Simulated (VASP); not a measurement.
# MgI2 (P-1) in VASP: notebook

Runs on MgI2. Level: PBE. Tasks: single point.

Program: VASP 6.6.1. These are calculated values, not measurements. Logs are shortened: lines on timing, memory, paths and dates and some standing lists are left out, and cuts for length are marked.

## Step 1: The cell of the first run

The typed cell holds 3 atoms: a = 4.165 Å, b = 4.157 Å, c = 6.881 Å, α = 85.71°, β = 98.58°, γ = 120.07°.

## Step 2: Single point, PBE (strain -0.1500 x Voigt [0, 0, 0, 0, 1, 0])

INCAR

```
SYSTEM = MgI2
PREC = Accurate ; ENCUT = 520
EDIFF = 1E-6 ; ISMEAR = 0
SIGMA = 0.05 ; LREAL = .False.
LASPH = .True. ; NELM = 80
ALGO = Normal ; ISIF = 2
LWAVE = .False. ; LCHARG = .True.
GGA = PE ; LELF = .True.
LVHAR = .True. ; NBANDS = 15
```

KPOINTS

```
regular mesh
0
Gamma
  6 6 4
  0 0 0
```

POSCAR

```
MgI2
1.0
    4.1537001214      0.0000000000     -0.3115275091
   -2.0768500607      3.5972098248      0.1557637546
   -0.5146500000      0.0000000000      6.8620000000
Mg I
1 2
Direct
    0.0000000000      0.0000000000      0.0000000000
    0.3333333333      0.6666666667      0.7576300000
    0.6666666667      0.3333333333      0.2423700000
```

Potentials or basis: VASP PAW PBE potentials, release 64 (Mg, I).

Started as:

```sh
cat potpaw_PBE.64/Mg/POTCAR potpaw_PBE.64/I/POTCAR > POTCAR
mpirun -np 1 vasp_std > vasp.out
```

OUTCAR:

```text
SYSTEM = MgI2
   PREC = Accurate
   ENCUT = 520
   EDIFF = 1E-6
   ISMEAR = 0
   LREAL = .False.
   LASPH = .True.
   NELM = 80
   ISIF = 2
   GGA = PE

 ion  position               nearest neighbor table
   1  0.000  0.000  0.000-   3 2.74   2 2.74   3 2.92   2 2.92   2 3.10   3 3.10
   2  0.333  0.667  0.758-   1 2.74   1 2.92   1 3.10
   3  0.667  0.333  0.242-   1 2.74   1 2.92   1 3.10

  LATTYP: Found a base centered monoclinic cell.
 ALAT       =     4.1653660208
 B/A-ratio  =     1.7271998700
 C/A-ratio  =     1.6520210413
 COS(beta)  =    -0.1491609695

  Lattice vectors:

 A1 = (   2.0768500607,  -3.5972098248,  -0.1557637546)
 A2 = (   2.0768500607,   3.5972098248,  -0.1557637545)
 A3 = (  -0.5146500000,   0.0000000000,   6.8620000000)

Analysis of symmetry for initial positions (statically):
=====================================================================
 Subroutine PRICEL returns:
 Original cell was already a primitive cell.

 Routine SETGRP: Setting up the symmetry group for a
 base centered monoclinic supercell.

 Subroutine GETGRP returns: Found  2 space group operations
 (whereof  2 operations were pure point group operations)
 out of a pool of  4 trial point group operations.

The static configuration has the point symmetry S_2 .

Analysis of symmetry for dynamics (positions and initial velocities):
=====================================================================
 Subroutine PRICEL returns:
 Original cell was already a primitive cell.

 Routine SETGRP: Setting up the symmetry group for a
 base centered monoclinic supercell.

 Subroutine GETGRP returns: Found  2 space group operations
 (whereof  2 operations were pure point group operations)
 out of a pool of  4 trial point group operations.

The dynamic configuration has the point symmetry S_2 .

 Subroutine INISYM returns: Found  2 space group operations
 (whereof  2 operations are pure point group operations),
 and found     1 'primitive' translations

----------------------------------------------------------------------------------------

                                     Primitive cell

  volume of cell :     101.9534

  direct lattice vectors                    reciprocal lattice vectors
     4.153700121  0.000000000 -0.311527509     0.242111079  0.138996618  0.018158331
    -2.076850061  3.597209825  0.155763755     0.000000000  0.277993236  0.000000000
    -0.514650000  0.000000000  6.862000000     0.010991586 -0.000000000  0.146554477

  length of vectors
     4.165366021  4.156619666  6.881272311     0.279763399  0.277993236  0.146966083

  position of ions in fractional coordinates (direct lattice)
     0.000000000  0.000000000  0.000000000
     0.333333333  0.666666667  0.757630000
     0.666666667  0.333333333  0.242370000

  ion indices of the primitive-cell ions
   primitive index   ion index
                 1           1
                 2           2
                 3           3

----------------------------------------------------------------------------------------

 KPOINTS: regular mesh

Automatic generation of k-mesh.
 Grid dimensions read from file:
 generate k-points for:    6    6    4

 Generating k-lattice:

  Cartesian coordinates                     Fractional coordinates (reciprocal lattice)
     0.040351847  0.023166103  0.003026388     0.166666667  0.000000000  0.000000000
     0.000000000  0.046332206  0.000000000     0.000000000  0.166666667  0.000000000
     0.002747896 -0.000000000  0.036638619     0.000000000  0.000000000  0.250000000

  Length of vectors
     0.046627233  0.046332206  0.036741521

  Shift w.r.t. Gamma in fractional coordinates (k-lattice)
     0.000000000  0.000000000  0.000000000

 Subroutine IBZKPT returns following result:
 ===========================================

 Found     76 irreducible k-points:

 Following reciprocal coordinates:
            Coordinates               Weight
  0.000000  0.000000  0.000000      1.000000
  0.166667 -0.000000  0.000000      2.000000
 -0.166667  0.166667  0.000000      2.000000
  0.333333 -0.000000 -0.000000      2.000000
 -0.333333  0.333333  0.000000      2.000000
  0.500000 -0.000000 -0.000000      1.000000
[... 16 lines left out ...]
 -0.166667  0.166667 -0.250000      2.000000
  0.333333 -0.000000  0.250000      2.000000
 [... further k-points ...]
   k-points           NKPTS =     76   k-points in BZ     NKDIM =     76   number of bands    NBANDS=     15
   number of dos      NEDOS =    301   number of ions     NIONS =      3
   total plane-waves  NPLWV =  55296
   dimension x,y,z NGX =    32 NGY =   32 NGZ =   54
   dimension x,y,z NGXF=    64 NGYF=   64 NGZF=  108
   ions per type =               1   2
   NGX,Y,Z   is equivalent  to a cutoff of  12.77, 12.80, 13.05 a.u.
   NGXF,Y,Z  is equivalent  to a cutoff of  25.54, 25.60, 26.09 a.u.
 SYSTEM =  MgI2
   PREC   = accura    normal or accurate (medium, high low for compatibility)
   ISTART =      0    job   : 0-new  1-cont  2-samecut
   ICHARG =      2    charge: 1-file 2-atom 10-const
   ISPIN  =      1    spin polarized calculation?
   LNONCOLLINEAR =      F non collinear calculations
   LSORBIT =      F    spin-orbit coupling
   LASPH  =      T    aspherical Exc in radial PAW
   ENCUT  =  520.0 eV  38.22 Ry    6.18 a.u.   7.74  7.73 12.79*2*pi/ulx,y,z
   NELM   =     80;   NELMIN=  2; NELMDL= -5     # of ELM steps
   EDIFF  = 0.1E-05   stopping-criterion for ELM
   LREAL  =      F    real-space projection
   EDIFFG = 0.1E-04   stopping-criterion for IOM
   NSW    =      0    number of steps for IOM
   IBRION =     -1    ionic relax: 0-MD 1-quasi-New 2-CG
   NFREE  =      0    steps in history (QN), initial steepest desc. (CG)
   ISIF   =      2    stress and relaxation
   ISYM   =      2    0-nonsym 1-usesym 2-fastsym
   POTIM  = 0.5000    time-step for ionic-motion
   TEBEG  =    0.0;   TEEND  =   0.0 temperature during run
   PSTRESS=    0.0 pullay stress
   NELECT =      16.0000    total number of electrons
   NUPDOWN=      -1.0000    fix difference up-down
   EMIN   =  10.00;   EMAX   =-10.00  energy-range for DOS
   EFERMI =   0.00;   METHOD = LEGACY
   ISMEAR =     0;   SIGMA  =   0.05  broadening in eV -4-tet -1-fermi 0-gaus
   EFERMI_NEDOS =   21; number of points for ismear=-14 and -15
   IALGO  =     38    algorithm
   IMIX   =      4    mixing-type and parameters
     AMIX     =   0.40;   BMIX     =  1.00
     AMIX_MAG =   1.60;   BMIX_MAG =  1.00
  volume/ion in A,a.u.               =      33.98       229.34
  Fermi-wavevector in a.u.,A,eV,Ry     =   0.883041  1.668706 10.609299  0.779761
  Thomas-Fermi vector in A             =   2.003754
   LORBIT       =      0    0 simple, 1 ext, 2 COOP (PROOUT), +10 PAW based schemes
   GGA     = PE    functional components
   LHFCALC =     F    Hartree Fock is set to
   AEXX    =    0.0000 exact exchange contribution
   IVDW    =     0    specifies the selected vdW correction
   LEPSILON=     F    determine dielectric tensor
   LRPA    =     F    only Hartree local field effects (RPA)
 non-spin polarized calculation
 Gauss-broadening in eV      SIGMA  =   0.05
  energy-cutoff  :      520.00
  volume of cell :      101.95
 maximum number of plane-waves:      2779
   NGX = 15   NGY = 15   NGZ = 25

 number of electron      16.0000001 magnetization

 Free energy of the ion-electron system (eV)
  ---------------------------------------------------
  ext. energy  EPLUGINS =         0.00000000
  ---------------------------------------------------
  free energy    TOTEN  =        -7.56247691 eV

  energy without entropy =       -7.56247691  energy(sigma->0) =       -7.56247691

 E-fermi :   2.7322     XC(G=0):  -8.2290

 val. band max:        2.5195227603   @ k =   0.0000   0.0000   0.0000
 cond. band min:       5.8613323825   @ k =   0.5000   0.5000  -0.2500
 fundamental gap:      3.3418096223
 Fermi energy:         2.7321867130

 k-point     1 :       0.0000    0.0000    0.0000
  band No.  band energies     occupation
      1      -9.7647      2.00000
      2      -8.9935      2.00000
      3      -1.2323      2.00000
      4       1.8403      2.00000
      5       1.9455      2.00000
      6       1.9748      2.00000
      7       2.4023      2.00000
      8       2.5195      2.00000
      9       6.0232      0.00000
     10       7.1210      0.00000
     11       8.7425      0.00000
     12       9.4988      0.00000
     13       9.7424      0.00000
     14      10.3051      0.00000
     15      10.7312      0.00000

 k-point     2 :       0.1667   -0.0000    0.0000
  band No.  band energies     occupation
      1      -9.6222      2.00000
      2      -8.9243      2.00000
      3      -1.0118      2.00000
      4       0.7390      2.00000
      5       1.2499      2.00000
      6       1.6600      2.00000
      7       2.2502      2.00000
      8       2.4325      2.00000
      9       7.0919      0.00000
     10       7.7378      0.00000
     11       8.7129      0.00000
     12       9.1432      0.00000
     13       9.4252      0.00000
     14      10.5359      0.00000
     15      10.8580      0.00000

 k-point     3 :      -0.1667    0.1667    0.0000
  band No.  band energies     occupation
      1      -9.6220      2.00000
      2      -8.9335      2.00000
      3      -1.0391      2.00000
      4       1.0173      2.00000
      5       1.4005      2.00000
      6       1.5830      2.00000
      7       2.0440      2.00000
      8       2.3661      2.00000
      9       6.7420      0.00000
     10       7.7419      0.00000
     11       8.4236      0.00000
     12       9.4519      0.00000
     13      10.0955      0.00000
     14      10.2977      0.00000
     15      10.7207      0.00000
[... 343 lines left out ...]
 k-point    23 :      -0.1667    0.1667   -0.2500
  band No.  band energies     occupation
      1      -9.5316      2.00000
      2      -9.0533      2.00000
      3      -0.6119      2.00000
      4       0.8039      2.00000
      5       1.3197      2.00000
      6       1.6352      2.00000
      7       1.9219      2.00000
      8       2.0777      2.00000
      9       6.9872      0.00000
     10       7.7942      0.00000
     11       8.4456      0.00000
     12       9.3677      0.00000
     13       9.7400      0.00000
     14      10.2761      0.00000
     15      10.8491      0.00000

 k-point    24 :       0.3333   -0.0000    0.2500
  band No.  band energies     occupation
      1      -9.2180      2.00000
      2      -8.8803      2.00000
      3      -1.0669      2.00000
      4      -0.0387      2.00000
      5       0.4710      2.00000
      6       1.2592      2.00000
      7       1.5748      2.00000
      8       2.0519      2.00000
      9       6.3202      0.00000
     10       7.7632      0.00000
     11       8.3334      0.00000
     12       9.9206      0.00000
     13      10.1723      0.00000
     14      11.2335      0.00000
     15      11.5643      0.00000

 [... further k-points ...]
[... 5 lines left out ...]
  --------------------------------------------------------------------------------------
  -------------------------------------------------------------------------------------
  Total        1.3672562      1.0643269      1.6729410      0.3118145      0.1990386      1.7343238
  in kB       21.4861526     16.7256804     26.2899267      4.9001013      3.1278511     27.2545464
  external PRESSURE =      21.5005865 kB  Pullay stress =       0.0000000 kB

 VOLUME and BASIS-vectors are now :
 -----------------------------------------------------------------------------
  energy-cutoff  :      520.00
  volume of cell :      101.95
      direct lattice vectors                 reciprocal lattice vectors
     4.153700121  0.000000000 -0.311527509     0.242111079  0.138996618  0.018158331
    -2.076850061  3.597209825  0.155763755     0.000000000  0.277993236  0.000000000
    -0.514650000  0.000000000  6.862000000     0.010991586 -0.000000000  0.146554477

 POSITION                                       TOTAL-FORCE (eV/Angst)
 -----------------------------------------------------------------------------------
      0.00000      0.00000      0.00000        -0.000000      0.000000     -0.000000
     -0.38991      2.39814      5.19886        -0.463948     -0.034159     -0.242376
      1.95211      1.19907      1.50738         0.463948      0.034159      0.242376
 -----------------------------------------------------------------------------------
    total drift:                               -0.000000      0.000000     -0.000000

  FREE ENERGIE OF THE ION-ELECTRON SYSTEM (eV)
  ---------------------------------------------------
  free  energy   TOTEN  =        -7.5624769120 eV

  energy  without entropy=       -7.5624769120  energy(sigma->0) =       -7.56247691
```

Run time: 38 s. Hardware: 1 thread of Intel Xeon 6975P-C (Granite Rapids), shared host; peak memory 0.3 GiB.

Results:

```
Free energy            : -7.5625 eV
Pressure               : 2.2 GPa
Largest force          : 0.525 eV/Å
Band gap on the k mesh : 3.34 eV, indirect (least direct gap 3.50 eV)
```

Forces on the atoms (eV/Å):
```
Mg   0.000  0.000  0.000
I   -0.464 -0.034 -0.242
I    0.464  0.034  0.242
```

Caveat: the cell differs from its parent crystal (strain -0.1500 x Voigt [0, 0, 0, 0, 1, 0]); spin-orbit coupling is left out, which moves the levels of the heavy elements.

## Step 3: Single point, PBE (strain +0.1125 x Voigt [0, 0, 0, 0, 1, 0])

INCAR

```
SYSTEM = MgI2
ALGO = Normal ; EDIFF = 1E-6
ENCUT = 520 ; GGA = PE
ISIF = 2 ; ISMEAR = 0
LASPH = .TRUE. ; LCHARG = .FALSE.
LREAL = .FALSE. ; LWAVE = .FALSE.
NBANDS = 15 ; NELM = 60
PREC = Accurate ; SIGMA = 0.05
```

KPOINTS

```
k-points
0
G
  6 6 4
  0 0 0
```

POSCAR

```
MgI2
1.0
    4.1537001214      0.0000000000      0.2336456318
   -2.0768500607      3.5972098248     -0.1168228159
    0.3859875000      0.0000000000      6.8620000000
Mg I
1 2
Direct
    0.0000000000      0.0000000000      0.0000000000
    0.3333333333      0.6666666667      0.7576300000
    0.6666666667      0.3333333333      0.2423700000
```

Potentials or basis: VASP PAW PBE potentials, release 64 (Mg, I).

Started as:

```sh
cat potpaw_PBE.64/Mg/POTCAR potpaw_PBE.64/I/POTCAR > POTCAR
mpirun -np 1 vasp_std > vasp.out
```

Wall time 38 s (1 thread of Intel Xeon 6975P-C (Granite Rapids), shared host); peak memory 0.3 GiB.

The run converged. Its results:

```yaml
Free_energy: -7.6223 eV
Pressure: 1.7 GPa
Largest_force: 0.366 eV/Å
Band_gap_on_the_k_mesh: 3.39 eV, indirect (least direct gap 3.57 eV)
```

Forces in eV/Å, atoms in the order of the input:
```
Mg   0.000  0.000  0.000
I    0.334 -0.018 -0.148
I   -0.334  0.018  0.148
```

Stress tensor (GPa, compression positive):
```
 1.69 -0.32 -1.99
-0.32  1.43  0.17
-1.99  0.17  2.08
```

Levels at points of the mesh, in eV from the valence-band top:
```csv
k point,band 5,band 6,band 7,band 8,band 9,band 10,band 11,band 12
"(0.00, 0.00, 0.00)",-0.53,-0.41,-0.08,0.00,3.57,4.66,6.34,6.91
"(0.50, 0.00, 0.00)",-1.86,-1.49,-1.09,-0.65,3.47,5.05,5.62,6.88
"(0.50, 0.50, 0.00)",-2.15,-1.42,-0.98,-0.48,3.64,5.23,5.24,6.97
"(0.00, 0.50, 0.00)",-2.12,-1.35,-1.03,-0.58,3.62,4.93,5.46,7.18
"(0.00, 0.00, 0.50)",-0.55,-0.51,-0.45,-0.06,4.46,4.73,6.21,6.68
"(0.50, 0.00, 0.50)",-1.41,-1.16,-0.90,-0.88,3.41,4.95,5.65,6.01
"(0.50, 0.50, 0.50)",-1.58,-1.26,-0.77,-0.62,3.52,5.19,5.31,6.39
"(0.00, 0.50, 0.50)",-1.44,-1.10,-0.94,-0.79,3.50,4.95,5.63,5.93
```

Caveat: the cell differs from its parent crystal (strain +0.1125 x Voigt [0, 0, 0, 0, 1, 0]); spin-orbit coupling is left out, which moves the levels of the heavy elements. A k mesh can miss the band edges.

## Step 4: Single point, PBE (strain +0.1312 x Voigt [0, 0, 0, 0, 1, 0])

INCAR

```
ALGO = Normal
EDIFF = 1E-7
ENCUT = 520
GGA = PE
ISIF = 2
ISMEAR = 0
LASPH = True
LCHARG = False
LREAL = False
LWAVE = False
NBANDS = 15
NELM = 100
PREC = Accurate
SIGMA = 0.05
```

KPOINTS

```
k-points
0
Gamma
  6 6 4
```

POSCAR

```
MgI2
1.0
    4.1537001214      0.0000000000      0.2724827280
   -2.0768500607      3.5972098248     -0.1362413640
    0.4501472000      0.0000000000      6.8620000000
Mg I
1 2
Direct
    0.0000000000      0.0000000000      0.0000000000
    0.3333333333      0.6666666667      0.7576300000
    0.6666666667      0.3333333333      0.2423700000
```

Started as:

```sh
cat potpaw_PBE.64/Mg/POTCAR potpaw_PBE.64/I/POTCAR > POTCAR
mpirun -np 1 vasp_std > vasp.out
```

Wall time 46 s (1 thread of Intel Xeon 6975P-C (Granite Rapids), shared host); peak memory 0.29 GiB.

Results (log left out):

- Free energy: -7.5949 eV
- Pressure: 1.9 GPa
- Largest force: 0.442 eV/Å
- Band gap on the k mesh: 3.37 eV, indirect (least direct gap 3.54 eV)

Forces in eV/Å, atoms in the order of the input:
```
Mg   0.000  0.000  0.000
I    0.397 -0.026 -0.192
I   -0.397  0.026  0.192
```

Stress tensor (GPa, compression positive):
```
 1.91 -0.40 -2.35
-0.40  1.54  0.24
-2.35  0.24  2.34
```

Levels at points of the mesh, in eV from the valence-band top:
```csv
k point,band 4,band 5,band 6,band 7,band 8,band 9,band 10,band 11,band 12,band 13
"(0.00, 0.00, 0.00)",-0.64,-0.55,-0.47,-0.10,0.00,3.54,4.63,6.28,6.94,7.27
"(0.50, 0.00, 0.00)",-3.05,-1.88,-1.49,-1.13,-0.69,3.45,4.98,5.64,6.86,7.21
"(0.50, 0.50, 0.00)",-2.89,-2.20,-1.44,-1.01,-0.50,3.65,5.19,5.19,6.97,8.57
"(0.00, 0.50, 0.00)",-2.96,-2.19,-1.33,-1.07,-0.62,3.63,4.82,5.46,7.25,7.94
"(0.00, 0.00, 0.50)",-1.58,-0.62,-0.54,-0.48,-0.06,4.41,4.70,6.16,6.72,7.55
"(0.50, 0.00, 0.50)",-3.35,-1.45,-1.23,-0.95,-0.85,3.39,4.90,5.57,6.08,7.66
"(0.50, 0.50, 0.50)",-3.35,-1.66,-1.28,-0.79,-0.60,3.51,5.16,5.26,6.45,7.63
"(0.00, 0.50, 0.50)",-3.36,-1.49,-1.10,-0.99,-0.81,3.50,4.86,5.62,5.90,7.69
```

Caveat: the cell differs from its parent crystal (strain +0.1312 x Voigt [0, 0, 0, 0, 1, 0]); spin-orbit coupling is left out, which moves the levels of the heavy elements. A k mesh can miss the band edges.

[end of part 1 of 2]
